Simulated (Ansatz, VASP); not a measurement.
**One calculation of Au, two programs**

```xyz
1
Lattice="0.0000 2.0230 2.0230 2.0230 0.0000 2.0230 2.0230 2.0230 0.0000" Properties=species:S:1:pos:R:3 pbc="T T T"
Au    0.0000    0.0000    0.0000
```

Alike in both runs: task single point; functional LDA; k mesh 14 × 14 × 14; occupations fermi-dirac, width 0.1 eV; no spin polarisation.

|  | VASP | Ansatz |
| --- | --- | --- |
| version | VASP 6.6.1 | Ansatz 0.2.0 |
| potentials or method | VASP PAW LDA potentials, release 64 (Au), cutoff 520 eV | plane waves (420 eV) with PAW, scalar-relativistic |
| valence electrons in the cell | 11 | 19 |

```csv
,VASP,Ansatz,Ansatz less VASP
pressure (GPa),0.8,0.3,-0.50
```

Ansatz warns that its potentials were made for another functional, while VASP's fit it. LDA's correlation is that of Perdew and Zunger in VASP and of Perdew and Wang (1992) in Ansatz. VASP's potentials hold 11 valence electrons a cell and Ansatz's 19, so a difference there can come from the potentials and not from the codes.

Neither program's run includes spin-orbit coupling.
